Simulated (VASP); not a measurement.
# BaF2 (Fm-3m) in VASP: single point with r2SCAN

Aim: the single point of BaF2 with r2SCAN.

All numbers are computed with VASP 6.6.1; they aren't measurements. Logs are shortened: lines on timing, memory, paths and dates and some standing lists are left out, and cuts for length are marked.

## Step 1: The cell of the first run

Symmetry: Fm-3m, No. 225, cubic system. Conventional cell: a = 6.280 Å, b = 6.280 Å, c = 6.280 Å, α = 90.00°, β = 90.00°, γ = 90.00°. Ba (site symmetry m-3m) has 8 F at 2.72 Å within 3.6 Å. F (site symmetry -43m) has 4 Ba at 2.72 Å and 6 F at 3.14 Å within 3.6 Å.

## Step 2: Single point, r2SCAN

Input file POSCAR:

```
BaF2
1.0
    0.0000000000      3.1402270000      3.1402270000
    3.1402270000      0.0000000000      3.1402270000
    3.1402270000      3.1402270000      0.0000000000
Ba F
1 2
Direct
    0.0000000000      0.0000000000      0.0000000000
    0.2500000000      0.2500000000      0.2500000000
    0.7500000000      0.7500000000      0.7500000000
```

Input file INCAR.step1:

```
SYSTEM = BaF2
ALGO     = Normal         ! electronic algorithm
EDIFF    = 1E-5           ! SCF threshold, eV
ENCUT    = 660            ! plane-wave cutoff, eV
GGA      = PE             ! functional
GGA_COMPAT= .FALSE.      
ISMEAR   = -1             ! smearing method
LASPH    = .TRUE.         ! aspherical terms in the spheres
LCHARG   = .FALSE.        ! write CHGCAR
LREAL    = .FALSE.        ! projectors in reciprocal space
LWAVE    = .TRUE.         ! write WAVECAR
NBANDS   = 19             ! bands
NELM     = 120            ! most SCF steps
PREC     = Accurate       ! precision mode
SIGMA    = 0.1            ! smearing width, eV
```

Input file INCAR.step2:

```
SYSTEM = BaF2
ALGO     = Normal         ! electronic algorithm
EDIFF    = 1E-6           ! SCF threshold, eV
ENCUT    = 660            ! plane-wave cutoff, eV
GGA_COMPAT= .FALSE.      
ISIF     = 2              ! what is computed and relaxed
ISMEAR   = -1             ! smearing method
ISTART   = 1            
LASPH    = .TRUE.         ! aspherical terms in the spheres
LCHARG   = .TRUE.         ! write CHGCAR
LELF     = .TRUE.         ! ELF
LMIXTAU  = .TRUE.       
LREAL    = .FALSE.        ! projectors in reciprocal space
LVHAR    = .TRUE.       
LWAVE    = .FALSE.        ! write WAVECAR
METAGGA  = R2SCAN         ! meta-GGA
NBANDS   = 19             ! bands
NELM     = 120            ! most SCF steps
PREC     = Accurate       ! precision mode
SIGMA    = 0.1            ! smearing width, eV
```

Input file KPOINTS:

```
k-points
0
G
  7 7 7
  0 0 0
```

Potentials or basis: VASP PAW PBE potentials, release 64 (Ba_sv, F).

On the command line:

```console
cat potpaw_PBE.64/Ba_sv/POTCAR potpaw_PBE.64/F/POTCAR > POTCAR
cp INCAR.step1 INCAR
mpirun -np 1 vasp_std > vasp.out
cp INCAR.step2 INCAR
mpirun -np 1 vasp_std > vasp.out
```

OUTCAR:

```text
SYSTEM = BaF2
   EDIFF = 1E-6
   ENCUT = 660
   ISIF = 2
   ISMEAR = -1
   ISTART = 1
   LASPH = .TRUE.
   LREAL = .FALSE.
   METAGGA = R2SCAN
   NELM = 120
   PREC = Accurate

 ion  position               nearest neighbor table
   1  0.000  0.000  0.000-   2 2.72   3 2.72   3 2.72   3 2.72   3 2.72   2 2.72   2 2.72   2 2.72

   2  0.250  0.250  0.250-   1 2.72   1 2.72   1 2.72   1 2.72
   3  0.750  0.750  0.750-   1 2.72   1 2.72   1 2.72   1 2.72

  LATTYP: Found a face centered cubic cell.
 ALAT       =     6.2804540000

  Lattice vectors:

 A1 = (   0.0000000000,   3.1402270000,   3.1402270000)
 A2 = (   3.1402270000,   0.0000000000,   3.1402270000)
 A3 = (   3.1402270000,   3.1402270000,   0.0000000000)

Analysis of symmetry for initial positions (statically):
=====================================================================
 Subroutine PRICEL returns:
 Original cell was already a primitive cell.

 Routine SETGRP: Setting up the symmetry group for a
 face centered cubic supercell.

 Subroutine GETGRP returns: Found 48 space group operations
 (whereof 48 operations were pure point group operations)
 out of a pool of 48 trial point group operations.

The static configuration has the point symmetry O_h .

Analysis of symmetry for dynamics (positions and initial velocities):
=====================================================================
 Subroutine PRICEL returns:
 Original cell was already a primitive cell.

 Routine SETGRP: Setting up the symmetry group for a
 face centered cubic supercell.

 Subroutine GETGRP returns: Found 48 space group operations
 (whereof 48 operations were pure point group operations)
 out of a pool of 48 trial point group operations.

The dynamic configuration has the point symmetry O_h .

 Subroutine INISYM returns: Found 48 space group operations
 (whereof 48 operations are pure point group operations),
 and found     1 'primitive' translations

----------------------------------------------------------------------------------------

                                     Primitive cell

  volume of cell :      61.9317

  direct lattice vectors                    reciprocal lattice vectors
     0.000000000  3.140227000  3.140227000    -0.159224158  0.159224158  0.159224158
[... 78 lines left out ...]
   LNONCOLLINEAR =      F non collinear calculations
   LSORBIT =      F    spin-orbit coupling
   LASPH  =      T    aspherical Exc in radial PAW
   ENCUT  =  660.0 eV  48.51 Ry    6.96 a.u.   9.30  9.30  9.30*2*pi/ulx,y,z
   NELM   =    120;   NELMIN=  2; NELMDL=  0     # of ELM steps
   EDIFF  = 0.1E-05   stopping-criterion for ELM
   LREAL  =      F    real-space projection
   EDIFFG = 0.1E-04   stopping-criterion for IOM
   NSW    =      0    number of steps for IOM
   IBRION =     -1    ionic relax: 0-MD 1-quasi-New 2-CG
   NFREE  =      0    steps in history (QN), initial steepest desc. (CG)
   ISIF   =      2    stress and relaxation
   ISYM   =      2    0-nonsym 1-usesym 2-fastsym
   POTIM  = 0.5000    time-step for ionic-motion
   TEBEG  =    0.0;   TEEND  =   0.0 temperature during run
   PSTRESS=    0.0 pullay stress
   NELECT =      24.0000    total number of electrons
   NUPDOWN=      -1.0000    fix difference up-down
   EMIN   =  10.00;   EMAX   =-10.00  energy-range for DOS
   EFERMI =   0.00;   METHOD = LEGACY
   ISMEAR =    -1;   SIGMA  =   0.10  broadening in eV -4-tet -1-fermi 0-gaus
   EFERMI_NEDOS =   21; number of points for ismear=-14 and -15
   IALGO  =     38    algorithm
   IMIX   =      4    mixing-type and parameters
     AMIX     =   0.40;   BMIX     =  1.00
     AMIX_MAG =   1.60;   BMIX_MAG =  1.00
  volume/ion in A,a.u.               =      20.64       139.31
  Fermi-wavevector in a.u.,A,eV,Ry     =   1.193551  2.255484 19.382360  1.424563
  Thomas-Fermi vector in A             =   2.329562
   LORBIT       =      0    0 simple, 1 ext, 2 COOP (PROOUT), +10 PAW based schemes
   METAGGA = R2SCAN    functional components
   LHFCALC =     F    Hartree Fock is set to
   AEXX    =    0.0000 exact exchange contribution
   IVDW    =     0    specifies the selected vdW correction
   LEPSILON=     F    determine dielectric tensor
   LRPA    =     F    only Hartree local field effects (RPA)
 non-spin polarized calculation
  energy-cutoff  :      660.00
  volume of cell :       61.93
 maximum number of plane-waves:      2421
 NGX is ok and might be reduce to    40
   NGX = 19   NGY = 19   NGZ = 19

 number of electron      23.9999995 magnetization

 Free energy of the ion-electron system (eV)
  ---------------------------------------------------
  ext. energy  EPLUGINS =         0.00000000
  ---------------------------------------------------
  free energy    TOTEN  =       -45.06645741 eV

  energy without entropy =      -45.06645741  energy(sigma->0) =      -45.06645741

 E-fermi :  -0.4023     XC(G=0):  -9.0495

 val. band max:       -2.7604637709   @ k =   0.4286   0.2857   0.1429
 cond. band min:       4.4293991738   @ k =   0.0000   0.0000   0.0000
 fundamental gap:      7.1898629447
 Fermi energy:        -0.4022582997

 k-point     1 :       0.0000    0.0000    0.0000
  band No.  band energies     occupation
      1     -26.4799      2.00000
      2     -22.7695      2.00000
      3     -22.6989      2.00000
      4     -10.8925      2.00000
      5     -10.8925      2.00000
      6     -10.8925      2.00000
[... 417 lines left out ...]
      6     -10.9525      2.00000
[... 11 lines left out ...]
     18      11.6119      0.00000
     19      12.5013      0.00000

------------------------ aborting loop because EDIFF is reached ----------------------------------------

  FORCE on cell =-STRESS in cart. coord.  units (eV):
  Direction    XX          YY          ZZ          XY          YZ          ZX
  --------------------------------------------------------------------------------------
  -------------------------------------------------------------------------------------
  Total       -0.6040348     -0.6040348     -0.6040348     -0.0000000      0.0000000     -0.0000000
  in kB      -15.6264182    -15.6264182    -15.6264182     -0.0000000      0.0000000     -0.0000000
  external PRESSURE =     -15.6264182 kB  Pullay stress =       0.0000000 kB

 VOLUME and BASIS-vectors are now :
 -----------------------------------------------------------------------------
  energy-cutoff  :      660.00
  volume of cell :       61.93
      direct lattice vectors                 reciprocal lattice vectors
     0.000000000  3.140227000  3.140227000    -0.159224158  0.159224158  0.159224158
     3.140227000  0.000000000  3.140227000     0.159224158 -0.159224158  0.159224158
     3.140227000  3.140227000  0.000000000     0.159224158  0.159224158 -0.159224158

 POSITION                                       TOTAL-FORCE (eV/Angst)
 -----------------------------------------------------------------------------------
      0.00000      0.00000      0.00000         0.000000      0.000000      0.000000
      1.57011      1.57011      1.57011        -0.000000     -0.000000     -0.000000
      4.71034      4.71034      4.71034         0.000000      0.000000      0.000000
 -----------------------------------------------------------------------------------
    total drift:                                0.000000     -0.000000      0.000000

  FREE ENERGIE OF THE ION-ELECTRON SYSTEM (eV)
  ---------------------------------------------------
  free  energy   TOTEN  =       -45.0664574131 eV

  energy  without entropy=      -45.0664574129  energy(sigma->0) =      -45.06645741
```

OUTCAR.step1:

```text
SYSTEM = BaF2
   EDIFF = 1E-5
   ENCUT = 660
   GGA = PE
   ISMEAR = -1
   LASPH = .TRUE.
   LREAL = .FALSE.
   NELM = 120
[... 656 lines left out ...]
      0.00000      0.00000      0.00000         0.000000     -0.000000      0.000000
      1.57011      1.57011      1.57011        -0.000000     -0.000000     -0.000000
      4.71034      4.71034      4.71034         0.000000      0.000000      0.000000
 -----------------------------------------------------------------------------------
    total drift:                                0.000000     -0.000000      0.000000

  FREE ENERGIE OF THE ION-ELECTRON SYSTEM (eV)
  ---------------------------------------------------
  free  energy   TOTEN  =       -17.1358912734 eV

  energy  without entropy=      -17.1358912733  energy(sigma->0) =      -17.13589127
```

OSZICAR.step1:

```text
N       E                     dE             d eps       ncg     rms          rms(c)
DAV:   1     0.165682430631E+03    0.16568E+03   -0.14437E+04   760   0.140E+03
DAV:   2    -0.981596861744E+01   -0.17550E+03   -0.17114E+03   934   0.285E+02
DAV:   3    -0.187652267853E+02   -0.89493E+01   -0.89081E+01   936   0.643E+01
DAV:   4    -0.189177251107E+02   -0.15250E+00   -0.15231E+00   950   0.771E+00
DAV:   5    -0.189213513442E+02   -0.36262E-02   -0.36261E-02   858   0.929E-01    0.840E+00
DAV:   6    -0.171221794517E+02    0.17992E+01   -0.77287E+00   796   0.208E+01    0.405E+00
DAV:   7    -0.171091910149E+02    0.12988E-01   -0.26101E-01   828   0.400E+00    0.210E+00
DAV:   8    -0.171261176236E+02   -0.16927E-01   -0.67169E-02   774   0.281E+00    0.291E-01
DAV:   9    -0.171326820109E+02   -0.65644E-02   -0.99491E-03   824   0.714E-01    0.142E-01
DAV:  10    -0.171358732551E+02   -0.31912E-02   -0.31942E-03   819   0.383E-01    0.363E-02
DAV:  11    -0.171358636351E+02    0.96200E-05   -0.11152E-04   879   0.839E-02    0.178E-02
DAV:  12    -0.171358909306E+02   -0.27295E-04   -0.39637E-05   766   0.459E-02    0.368E-03
DAV:  13    -0.171358912734E+02   -0.34281E-06   -0.35179E-07   705   0.486E-03
   1 F= -.17135891E+02 E0= -.17135891E+02  d E =-.720343E-10
```

Wall time 2.4 min (1 thread of Intel Xeon Platinum 8259CL at 2.50GHz (Skylake/Cascade Lake), shared host); peak memory 0.26 GiB.

What came out:

* Free energy: -45.0665 eV
* Pressure: -1.6 GPa
* Band gap on the k mesh: 7.19 eV (least direct gap 7.24 eV)

Caveat: the PAW data sets were made with another functional, which shifts forces and pressure a little; spin-orbit coupling is left out, which moves the levels of the heavy elements; an odd mesh through Γ misses points on the zone boundary, where band edges can lie.
